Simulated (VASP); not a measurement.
# AlN (P6_3mc) in VASP: notebook

The runs below take AlN through single point, with PBE.

All numbers are computed with VASP 6.6.1; they aren't measurements. Logs are shortened: lines on timing, memory, paths and dates and some standing lists are left out, and cuts for length are marked.

## (1) The cell of the first run

The structure is hexagonal, space group P6_3mc (No. 186). The conventional cell has a = 3.110 Å, b = 3.110 Å, c = 4.987 Å, α = 90.00°, β = 90.00°, γ = 120.00°. Al (site symmetry 3m) has 4 N at 1.89 to 1.90 Å within 2.5 Å. Within 2.5 Å of N (site symmetry 3m) lie 4 Al at 1.89 to 1.90 Å.

## (2) Single point, PBE

INCAR

```
SYSTEM = AlN
  ALGO = Normal
  EDIFF = 1E-6
  ENCUT = 600
  GGA = PE
  GGA_COMPAT = .FALSE.
  ISIF = 2
  ISMEAR = 0
  LASPH = .TRUE.
  LCHARG = .FALSE.
  LREAL = .FALSE.
  LWAVE = .FALSE.
  NBANDS = 16
  NELM = 120
  PREC = Accurate
  SIGMA = 0.01
```

KPOINTS

```
k-points
0
G
  4 4 3
  0 0 0
```

POSCAR

```
AlN
1.0
    3.1100000000      0.0000000000      0.0000000000
   -1.5550000000      2.6933390058      0.0000000000
    0.0000000000      0.0000000000      4.9871206387
Al N
2 2
Direct
    0.3333333333      0.6666666667      0.0001725264
    0.6666666667      0.3333333333      0.5001725264
    0.3333333333      0.6666666667      0.3818274736
    0.6666666667      0.3333333333      0.8818274736
```

Potentials or basis: VASP PAW PBE potentials, release 64 (Al, N).

Run with:

```
cat potpaw_PBE.64/Al/POTCAR potpaw_PBE.64/N/POTCAR > POTCAR
mpirun -np 1 vasp_std > vasp.out
```

OUTCAR:

```text
SYSTEM = AlN
   EDIFF = 1E-6
   ENCUT = 600
   GGA = PE
   ISIF = 2
   ISMEAR = 0
   LASPH = .TRUE.
   LREAL = .FALSE.
   NELM = 120
   PREC = Accurate

 ion  position               nearest neighbor table
   1  0.333  0.667  0.000-   4 1.89   4 1.89   4 1.89   3 1.90   2 3.07   2 3.07   2 3.07   2 3.07
                             2 3.07   2 3.07
   2  0.667  0.333  0.500-   3 1.89   3 1.89   3 1.89   4 1.90   1 3.07   1 3.07   1 3.07   1 3.07
                             1 3.07   1 3.07
   3  0.333  0.667  0.382-   2 1.89   2 1.89   2 1.89   1 1.90
   4  0.667  0.333  0.882-   1 1.89   1 1.89   1 1.89   2 1.90

  LATTYP: Found a hexagonal cell.
 ALAT       =     3.1100000000
 C/A-ratio  =     1.6035757681

  Lattice vectors:

 A1 = (   3.1100000000,   0.0000000000,   0.0000000000)
 A2 = (  -1.5550000000,   2.6933390058,   0.0000000000)
 A3 = (   0.0000000000,   0.0000000000,   4.9871206387)

Analysis of symmetry for initial positions (statically):
=====================================================================
 Subroutine PRICEL returns:
 Original cell was already a primitive cell.

 Routine SETGRP: Setting up the symmetry group for a
 hexagonal supercell.

 Subroutine GETGRP returns: Found 12 space group operations
 (whereof  6 operations were pure point group operations)
 out of a pool of 24 trial point group operations.

The static configuration has the point symmetry C_3v.
 The point group associated with its full space group is C_6v.

Analysis of symmetry for dynamics (positions and initial velocities):
=====================================================================
 Subroutine PRICEL returns:
 Original cell was already a primitive cell.

 Routine SETGRP: Setting up the symmetry group for a
 hexagonal supercell.

 Subroutine GETGRP returns: Found 12 space group operations
 (whereof  6 operations were pure point group operations)
 out of a pool of 24 trial point group operations.

The dynamic configuration has the point symmetry C_3v.
 The point group associated with its full space group is C_6v.

 Subroutine INISYM returns: Found 12 space group operations
 (whereof  6 operations are pure point group operations),
 and found     1 'primitive' translations

----------------------------------------------------------------------------------------

                                     Primitive cell

  volume of cell :      41.7735

  direct lattice vectors                    reciprocal lattice vectors
     3.110000000  0.000000000  0.000000000     0.321543408  0.185643173  0.000000000
    -1.555000000  2.693339006  0.000000000     0.000000000  0.371286347  0.000000000
     0.000000000  0.000000000  4.987120639     0.000000000  0.000000000  0.200516505

  length of vectors
     3.110000000  3.110000000  4.987120639     0.371286347  0.371286347  0.200516505

  position of ions in fractional coordinates (direct lattice)
     0.333333333  0.666666667  0.000172526
     0.666666667  0.333333333  0.500172526
     0.333333333  0.666666667  0.381827474
     0.666666667  0.333333333  0.881827474

  ion indices of the primitive-cell ions
   primitive index   ion index
                 1           1
                 2           2
                 3           3
                 4           4

----------------------------------------------------------------------------------------

 KPOINTS: k-points

Automatic generation of k-mesh.
 Grid dimensions read from file:
 generate k-points for:    4    4    3

 Generating k-lattice:

  Cartesian coordinates                     Fractional coordinates (reciprocal lattice)
     0.080385852  0.046410793  0.000000000     0.250000000  0.000000000  0.000000000
     0.000000000  0.092821587  0.000000000     0.000000000  0.250000000  0.000000000
     0.000000000  0.000000000  0.066838835     0.000000000  0.000000000  0.333333333

  Length of vectors
     0.092821587  0.092821587  0.066838835

  Shift w.r.t. Gamma in fractional coordinates (k-lattice)
     0.000000000  0.000000000  0.000000000

 Subroutine IBZKPT returns following result:
 ===========================================

 Found      8 irreducible k-points:

 Following reciprocal coordinates:
            Coordinates               Weight
  0.000000  0.000000  0.000000      1.000000
  0.250000  0.000000  0.000000      6.000000
  0.500000  0.000000  0.000000      3.000000
  0.250000  0.250000  0.000000      6.000000
  0.000000  0.000000  0.333333      2.000000
  0.250000  0.000000  0.333333     12.000000
  0.500000  0.000000  0.333333      6.000000
  0.250000  0.250000  0.333333     12.000000
   k-points           NKPTS =      8   k-points in BZ     NKDIM =      8   number of bands    NBANDS=     16
   number of dos      NEDOS =    301   number of ions     NIONS =      4
   total plane-waves  NPLWV =  31360
   dimension x,y,z NGX =    28 NGY =   28 NGZ =   40
   dimension x,y,z NGXF=    56 NGYF=   56 NGZF=   80
   ions per type =               2   2
   NGX,Y,Z   is equivalent  to a cutoff of  14.97, 14.97, 13.33 a.u.
   NGXF,Y,Z  is equivalent  to a cutoff of  29.93, 29.93, 26.67 a.u.
 SYSTEM =  AlN
   PREC   = accura    normal or accurate (medium, high low for compatibility)
   ISTART =      0    job   : 0-new  1-cont  2-samecut
   ICHARG =      2    charge: 1-file 2-atom 10-const
   ISPIN  =      1    spin polarized calculation?
   LNONCOLLINEAR =      F non collinear calculations
   LSORBIT =      F    spin-orbit coupling
   LASPH  =      T    aspherical Exc in radial PAW
   ENCUT  =  600.0 eV  44.10 Ry    6.64 a.u.   6.21  6.21  9.96*2*pi/ulx,y,z
   NELM   =    120;   NELMIN=  2; NELMDL= -5     # of ELM steps
   EDIFF  = 0.1E-05   stopping-criterion for ELM
   LREAL  =      F    real-space projection
   EDIFFG = 0.1E-04   stopping-criterion for IOM
   NSW    =      0    number of steps for IOM
   IBRION =     -1    ionic relax: 0-MD 1-quasi-New 2-CG
   NFREE  =      0    steps in history (QN), initial steepest desc. (CG)
   ISIF   =      2    stress and relaxation
   ISYM   =      2    0-nonsym 1-usesym 2-fastsym
   POTIM  = 0.5000    time-step for ionic-motion
   TEBEG  =    0.0;   TEEND  =   0.0 temperature during run
   PSTRESS=    0.0 pullay stress
   NELECT =      16.0000    total number of electrons
   NUPDOWN=      -1.0000    fix difference up-down
   EMIN   =  10.00;   EMAX   =-10.00  energy-range for DOS
   EFERMI =   0.00;   METHOD = LEGACY
   ISMEAR =     0;   SIGMA  =   0.01  broadening in eV -4-tet -1-fermi 0-gaus
   EFERMI_NEDOS =   21; number of points for ismear=-14 and -15
   IALGO  =     38    algorithm
   IMIX   =      4    mixing-type and parameters
     AMIX     =   0.40;   BMIX     =  1.00
     AMIX_MAG =   1.60;   BMIX_MAG =  1.00
  volume/ion in A,a.u.               =      10.44        70.48
  Fermi-wavevector in a.u.,A,eV,Ry     =   1.188907  2.246708 19.231819  1.413499
  Thomas-Fermi vector in A             =   2.325026
   LORBIT       =      0    0 simple, 1 ext, 2 COOP (PROOUT), +10 PAW based schemes
   GGA     = PE    functional components
   LHFCALC =     F    Hartree Fock is set to
   AEXX    =    0.0000 exact exchange contribution
   IVDW    =     0    specifies the selected vdW correction
   LEPSILON=     F    determine dielectric tensor
   LRPA    =     F    only Hartree local field effects (RPA)
 non-spin polarized calculation
 Gauss-broadening in eV      SIGMA  =   0.01
  energy-cutoff  :      600.00
  volume of cell :       41.77
 maximum number of plane-waves:      1412
 NGX is ok and might be reduce to    28
   NGX = 13   NGY = 13   NGZ = 19

 number of electron      15.9999999 magnetization

 Free energy of the ion-electron system (eV)
  ---------------------------------------------------
  ext. energy  EPLUGINS =         0.00000000
  ---------------------------------------------------
  free energy    TOTEN  =       -29.74197337 eV

  energy without entropy =      -29.74197337  energy(sigma->0) =      -29.74197337

 E-fermi :   6.2648     XC(G=0): -10.9067

 val. band max:        6.1608943508   @ k =   0.0000   0.0000   0.0000
 cond. band min:      10.3667383205   @ k =   0.0000   0.0000   0.0000
 fundamental gap:      4.2058439697
 Fermi energy:         6.2648028329

 k-point     1 :       0.0000    0.0000    0.0000
  band No.  band energies     occupation
      1      -9.0251      2.00000
      2      -6.8826      2.00000
      3       0.1615      2.00000
      4       5.3063      2.00000
      5       5.3063      2.00000
      6       5.9536      2.00000
      7       5.9536      2.00000
      8       6.1609      2.00000
      9      10.3667      0.00000
     10      12.8302      0.00000
     11      16.7684      0.00000
     12      17.3178      0.00000
     13      17.3178      0.00000
     14      19.2257      0.00000
     15      19.2993      0.00000
     16      19.2993      0.00000

 k-point     2 :       0.2500    0.0000    0.0000
  band No.  band energies     occupation
      1      -8.2751      2.00000
      2      -6.5108      2.00000
      3       1.0765      2.00000
      4       2.7098      2.00000
      5       3.6987      2.00000
      6       4.5989      2.00000
      7       5.7245      2.00000
      8       5.7490      2.00000
      9      12.3494      0.00000
     10      13.7641      0.00000
     11      14.2488      0.00000
     12      16.2038      0.00000
     13      17.7522      0.00000
     14      18.1007      0.00000
     15      18.2574      0.00000
     16      19.4544      0.00000

 k-point     3 :       0.5000    0.0000    0.0000
  band No.  band energies     occupation
      1      -7.0558      2.00000
      2      -6.3622      2.00000
      3       0.7088      2.00000
      4       1.9897      2.00000
      5       2.8175      2.00000
      6       4.0788      2.00000
      7       4.3862      2.00000
      8       5.4719      2.00000
      9      11.9545      0.00000
     10      11.9775      0.00000
     11      14.3420      0.00000
     12      16.4381      0.00000
     13      17.0664      0.00000
     14      18.3153      0.00000
     15      18.9775      0.00000
     16      21.2770      0.00000

 k-point     4 :       0.2500    0.2500    0.0000
  band No.  band energies     occupation
      1      -7.1516      2.00000
      2      -6.2813      2.00000
      3       1.5533      2.00000
      4       2.0757      2.00000
      5       2.6296      2.00000
      6       3.3070      2.00000
      7       4.3579      2.00000
      8       4.7282      2.00000
      9      11.8827      0.00000
     10      14.0028      0.00000
     11      15.0673      0.00000
     12      15.9572      0.00000
     13      16.9929      0.00000
     14      18.1668      0.00000
     15      18.3500      0.00000
     16      20.8048      0.00000

 k-point     5 :       0.0000    0.0000    0.3333
  band No.  band energies     occupation
      1      -8.6113      2.00000
      2      -7.5818      2.00000
      3       1.5050      2.00000
      4       4.2641      2.00000
      5       5.4610      2.00000
      6       5.4610      2.00000
      7       5.7846      2.00000
      8       5.7846      2.00000
      9      11.8200      0.00000
     10      12.9561      0.00000
     11      16.3089      0.00000
     12      17.2855      0.00000
     13      17.3353      0.00000
     14      17.3353      0.00000
     15      18.2052      0.00000
     16      18.2052      0.00000

 k-point     6 :       0.2500    0.0000    0.3333
  band No.  band energies     occupation
      1      -7.9118      2.00000
      2      -7.0488      2.00000
      3       1.6089      2.00000
      4       2.7142      2.00000
      5       3.7585      2.00000
      6       4.8519      2.00000
      7       5.2862      2.00000
      8       5.4221      2.00000
      9      12.2489      0.00000
     10      13.3185      0.00000
     11      15.0330      0.00000
     12      16.0930      0.00000
     13      17.3448      0.00000
     14      18.3620      0.00000
     15      18.5320      0.00000
     16      19.4004      0.00000

 k-point     7 :       0.5000    0.0000    0.3333
  band No.  band energies     occupation
      1      -6.8660      2.00000
      2      -6.5132      2.00000
      3       0.4229      2.00000
      4       1.0039      2.00000
      5       4.0227      2.00000
      6       4.3751      2.00000
      7       5.0618      2.00000
      8       5.0802      2.00000
      9      11.1087      0.00000
     10      11.9853      0.00000
     11      15.2023      0.00000
     12      15.9267      0.00000
     13      17.4423      0.00000
     14      18.2444      0.00000
     15      18.4384      0.00000
     16      20.5739      0.00000

 k-point     8 :       0.2500    0.2500    0.3333
  band No.  band energies     occupation
      1      -6.9313      2.00000
      2      -6.4920      2.00000
      3       1.2443      2.00000
      4       1.3988      2.00000
      5       2.9340      2.00000
      6       3.6285      2.00000
      7       4.4464      2.00000
      8       5.3994      2.00000
      9      12.5382      0.00000
     10      13.1496      0.00000
     11      14.8955      0.00000
     12      15.5423      0.00000
     13      17.4974      0.00000
     14      17.7596      0.00000
     15      18.6621      0.00000
     16      20.4985      0.00000

------------------------ aborting loop because EDIFF is reached ----------------------------------------

  FORCE on cell =-STRESS in cart. coord.  units (eV):
  Direction    XX          YY          ZZ          XY          YZ          ZX
  --------------------------------------------------------------------------------------
  -------------------------------------------------------------------------------------
  Total        0.9658325      0.9658325      0.7688017      0.0000000      0.0000000      0.0000000
  in kB       37.0434222     37.0434222     29.4865289      0.0000000      0.0000000      0.0000000
  external PRESSURE =      34.5244578 kB  Pullay stress =       0.0000000 kB

 VOLUME and BASIS-vectors are now :
 -----------------------------------------------------------------------------
  energy-cutoff  :      600.00
  volume of cell :       41.77
      direct lattice vectors                 reciprocal lattice vectors
     3.110000000  0.000000000  0.000000000     0.321543408  0.185643173  0.000000000
    -1.555000000  2.693339006  0.000000000     0.000000000  0.371286347  0.000000000
     0.000000000  0.000000000  4.987120639     0.000000000  0.000000000  0.200516505

 POSITION                                       TOTAL-FORCE (eV/Angst)
 -----------------------------------------------------------------------------------
     -0.00000      1.79556      0.00086         0.000000     -0.000000     -0.011493
      1.55500      0.89778      2.49442         0.000000      0.000000     -0.011493
     -0.00000      1.79556      1.90422        -0.000000      0.000000      0.011493
      1.55500      0.89778      4.39778         0.000000     -0.000000      0.011493
 -----------------------------------------------------------------------------------
    total drift:                               -0.000000      0.000000      0.000590

  FREE ENERGIE OF THE ION-ELECTRON SYSTEM (eV)
  ---------------------------------------------------
  free  energy   TOTEN  =       -29.7419733689 eV

  energy  without entropy=      -29.7419733689  energy(sigma->0) =      -29.74197337
```

It took 17 s on 1 thread of Intel Xeon 8259CL, shared host; peak memory 0.17 GiB.

What came out:

```yaml
Free_energy: -29.7420 eV
Pressure: 3.5 GPa
Largest_force: 0.011 eV/Å
Band_gap_on_the_k_mesh: 4.21 eV, direct
```

Forces on the atoms (eV/Å):
```
Al   0.000  0.000 -0.011
Al   0.000  0.000 -0.011
N    0.000  0.000  0.011
N    0.000  0.000  0.011
```

Caveat: the k points lie up to 0.58 Å⁻¹ apart. As with any semilocal functional, this PBE gap is likely too small.

## (3) Single point, PBE

INCAR

```
PREC = Accurate
ENCUT = 600
EDIFF = 1E-6
ISMEAR = 0
SIGMA = 0.01
LREAL = F
LASPH = T
NELM = 120
ALGO = Normal
ISIF = 2
LWAVE = F
LCHARG = F
GGA = PE
NBANDS = 16
GGA_COMPAT = F
```

KPOINTS

```
regular mesh
0
Gamma
  4 4 3
```

POSCAR is that of step 2.

Potentials or basis: VASP PAW PBE potentials, release 64 (Al, N).

Run with:

```
cat potpaw_PBE.64/Al/POTCAR potpaw_PBE.64/N/POTCAR > POTCAR
mpirun -np 1 vasp_std > vasp.out
```

Wall time 18 s (1 thread of Intel Xeon 8259CL, shared host); peak memory 0.17 GiB.

Results (log left out):

```yaml
Free_energy: -29.7420 eV
Pressure: 3.5 GPa
Largest_force: 0.011 eV/Å
Band_gap_on_the_k_mesh: 4.21 eV, direct
```

Forces in eV/Å, atoms in the order of the input:
```
Al   0.000  0.000 -0.011
Al   0.000  0.000 -0.011
N    0.000  0.000  0.011
N    0.000  0.000  0.011
```

Stress tensor (GPa, compression positive):
```
3.70 0.00 0.00
0.00 3.70 0.00
0.00 0.00 2.95
```

Levels at points of the mesh, in eV from the valence-band top:
```csv
k point,band 4,band 5,band 6,band 7,band 8,band 9,band 10,band 11,band 12,band 13
"(0.00, 0.00, 0.00)",-0.85,-0.85,-0.21,-0.21,0.00,4.21,6.67,10.61,11.16,11.16
"(0.50, 0.00, 0.00)",-4.17,-3.34,-2.08,-1.77,-0.69,5.79,5.82,8.18,10.28,10.91
```

Caveat: the k points lie up to 0.58 Å⁻¹ apart.
